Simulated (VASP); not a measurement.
TaTlH4: single point with PBE

Crystal: TaTlH4.

```
CELL_PARAMETERS angstrom
3.10735 0.00000 0.00000
0.00000 3.10735 0.00000
0.00000 0.00000 7.17612
ATOMIC_POSITIONS crystal
Ta 0.50000 0.50000 0.50000
Tl 0.00000 0.00000 0.00000
H 0.50000 0.00000 0.33963
H 0.00000 0.50000 0.66037
H 0.50000 0.00000 0.66037
H 0.00000 0.50000 0.33963
```

```yaml
Program: VASP 6.6.1
Task: single point
Functional: PBE
Potentials_or_basis: VASP PAW PBE potentials, release 64 (Ta_pv, Tl_d, H)
Cutoff: 520 eV
k_mesh: 4 × 4 × 4
Occupations: gaussian, width 0.1 eV
Spin: no spin polarisation
Dipole_correction: no
Further_INCAR_settings: ALGO = Normal; EDIFF = 1e-06; NBANDS = 23
```

```json
{
  "Pressure": "0.0 GPa",
  "Largest force": "0.005 eV/Å",
  "Band gap on the k mesh": "zero (band 14 reaches 5.24 eV, above the bottom of band 15 at 3.28 eV)"
}
```

Forces on the atoms (eV/Å):
```
Ta   0.000  0.000  0.000
Tl   0.000  0.000  0.000
H    0.000  0.000 -0.005
H    0.000  0.000  0.005
H    0.000  0.000  0.005
H    0.000  0.000 -0.005
```

Stress tensor (GPa, compression positive):
```
-0.09  0.00  0.00
 0.00 -0.09  0.00
 0.00  0.00  0.14
```

Levels at points of the mesh, in eV from the Fermi level:
| k point | band 10 | band 11 | band 12 | band 13 | band 14 | band 15 | band 16 | band 17 | band 18 | band 19 |
| --- | --- | --- | --- | --- | --- | --- | --- | --- | --- | --- |
| (0.00, 0.00, 0.00) | -6.93 | -5.53 | -4.57 | -0.52 | 1.67 | 1.91 | 1.91 | 2.82 | 3.92 | 7.98 |
| (0.50, 0.00, 0.00) | -5.45 | -5.31 | -2.75 | -2.09 | -1.76 | 0.86 | 1.71 | 2.34 | 3.43 | 5.69 |
| (0.50, 0.50, 0.00) | -4.54 | -2.73 | -2.73 | -2.43 | -1.10 | 0.79 | 1.69 | 1.69 | 4.28 | 5.08 |
| (0.00, 0.00, 0.50) | -8.48 | -4.57 | -3.68 | -1.72 | 1.70 | 1.89 | 1.89 | 2.78 | 3.92 | 7.90 |
| (0.50, 0.00, 0.50) | -5.94 | -4.11 | -3.64 | -3.15 | -0.04 | 0.07 | 1.71 | 2.34 | 3.80 | 5.60 |
| (0.50, 0.50, 0.50) | -4.67 | -2.46 | -2.46 | -2.26 | -1.45 | 0.81 | 1.40 | 1.40 | 5.08 | 5.17 |

Run time: 38 s on 1 thread of AMD EPYC 7R43 64-Core Processor (Zen 3), on a shared host, peak memory 0.15 GiB.

Caveat: the k points lie up to 0.51 Å⁻¹ apart; spin-orbit coupling is left out, which moves the levels of the heavy elements.
